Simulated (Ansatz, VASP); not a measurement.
One calculation of HfSi53, two programs

```
Hf Si
1.0
     0.00000    8.14068    8.14068
     8.14068    0.00000    8.14068
     8.14068    8.14068    0.00000
Hf Si
1 53
Direct
  0.25000 0.25000 0.25000
  0.25075 0.25075 0.58530
  0.25075 0.25075 0.91320
  0.25075 0.58530 0.25075
  0.24984 0.58339 0.58339
  0.25075 0.58530 0.91320
  0.25075 0.91320 0.25075
  0.25075 0.91320 0.58530
  0.25004 0.91665 0.91665
  0.58530 0.25075 0.25075
  0.58339 0.24984 0.58339
  0.58530 0.25075 0.91320
  0.58339 0.58339 0.24984
  0.58339 0.58339 0.58339
  0.58350 0.58350 0.91650
  0.58530 0.91320 0.25075
  0.58350 0.91650 0.58350
  0.58350 0.91650 0.91650
  0.91320 0.25075 0.25075
  0.91320 0.25075 0.58530
  0.91665 0.25004 0.91665
  0.91320 0.58530 0.25075
  0.91650 0.58350 0.58350
  0.91650 0.58350 0.91650
  0.91665 0.91665 0.25004
  0.91650 0.91650 0.58350
  0.91665 0.91665 0.91665
  0.15912 0.15912 0.15912
  0.15912 0.15912 0.52264
  0.16704 0.16704 0.83296
  0.15912 0.52264 0.15912
  0.16617 0.50026 0.50026
  0.16617 0.50026 0.83331
  0.16704 0.83296 0.16704
  0.16617 0.83331 0.50026
  0.16704 0.83296 0.83296
  0.52264 0.15912 0.15912
  0.50026 0.16617 0.50026
  0.50026 0.16617 0.83331
  0.50026 0.50026 0.16617
  0.50000 0.50000 0.50000
  0.50026 0.50026 0.83331
  0.50026 0.83331 0.16617
  0.50026 0.83331 0.50026
  0.49986 0.83338 0.83338
  0.83296 0.16704 0.16704
  0.83331 0.16617 0.50026
  0.83296 0.16704 0.83296
  0.83331 0.50026 0.16617
  0.83331 0.50026 0.50026
  0.83338 0.49986 0.83338
  0.83296 0.83296 0.16704
  0.83338 0.83338 0.49986
  0.83338 0.83338 0.83338
```

Alike in both runs: functional PBE; k mesh 2 × 2 × 2; occupations fermi-dirac, width 0.01 eV; no spin polarisation.

Ansatz relaxed the structure, and its values are those at the end. VASP's run is a single point on that final structure, the one shown.

|  | VASP | Ansatz |
| --- | --- | --- |
| version | VASP 6.6.1 | Ansatz 0.2.0 |
| potentials or method | VASP PAW PBE potentials, release 64 (Hf_pv, Si) | plane-wave PAW, scalar-relativistic |
| plane-wave cutoff (eV) | 520 | 420 |
| valence electrons in the cell | 222 | 238 |

```tsv
	VASP	Ansatz	Ansatz less VASP
gap on the k mesh at the Fermi level (eV)	0.60	0.60	-0.003
pressure (GPa)	3.4	3.5	+0.09
```

VASP's potentials hold 222 valence electrons a cell and Ansatz's 238, so a difference there can come from the potentials and not from the codes. Ansatz's warnings: stress scf threshold loose.

Spin-orbit coupling is off throughout.
